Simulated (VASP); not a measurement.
## Ru: relaxation of cell and atoms with PBEsol

Crystal: Ru.

```
CELL_PARAMETERS angstrom
2.68952 0.00000 0.00000
-1.34476 2.32920 0.00000
0.00000 0.00000 4.25192
ATOMIC_POSITIONS crystal
Ru 0.33333 0.66667 0.25000
Ru 0.66667 0.33333 0.75000
```

```
Program                : VASP 6.6.1
Task                   : relaxation of cell and atoms
Functional             : PBEsol
Potentials or basis    : VASP PAW PBE potentials, release 64 (Ru_pv)
Cutoff                 : 600 eV
k mesh                 : 18 × 18 × 10
Occupations            : fermi-dirac, width 0.15 eV
Spin                   : no spin polarisation
Dipole correction      : no
Further INCAR settings : ALGO = Fast; EDIFF = 1e-07; IBRION = 2; EDIFFG = -0.001; NSW = 80; ISIF = 3
```

The relaxed volume is 13.34 Å³/atom, the relaxed cell is a = 2.691 Å, b = 2.691 Å, c = 4.252 Å, α = 90.00°, β = 90.00°, γ = 120.00° and the space group after relaxing (to 0.1 Å) is P6_3/mmc (No. 194). The energy gained by relaxing is 0.0 meV/atom. The ionic steps are 6. The pressure after relaxing is 0.0 GPa and the band gap on the k mesh is zero (bands 14 and 15 overlap by 3.21 eV).

Final structure:
```yaml
crystal:
  lattice:
    - [2.69144, 0.00000, 0.00000]
    - [-1.34572, 2.33086, 0.00000]
    - [0.00000, 0.00000, 4.25155]
  atoms:
    - { symbol: Ru, position: [0.33333, 0.66667, 0.25000] }
    - { symbol: Ru, position: [0.66667, 0.33333, 0.75000] }
```

Levels at points of the mesh, in eV from the Fermi level:
| k point | band 12 | band 13 | band 14 | band 15 | band 16 | band 17 |
| --- | --- | --- | --- | --- | --- | --- |
| (0.00, 0.00, 0.00) | -1.98 | -1.98 | -1.45 | -1.45 | 1.22 | 1.22 |
| (0.50, 0.00, 0.00) | -1.88 | -1.57 | 1.46 | 1.90 | 1.99 | 4.14 |
| (0.00, 0.00, 0.50) | -2.86 | -2.80 | -2.80 | 0.56 | 0.56 | 0.56 |
| (0.50, 0.00, 0.50) | -1.11 | 0.43 | 0.43 | 1.73 | 1.73 | 3.42 |

It took 11 min on 1 thread of Intel Xeon 8259CL, with other jobs on the host, peak memory 0.25 GiB.

Caveat: the PAW data sets were made with another functional, which shifts forces and pressure a little.
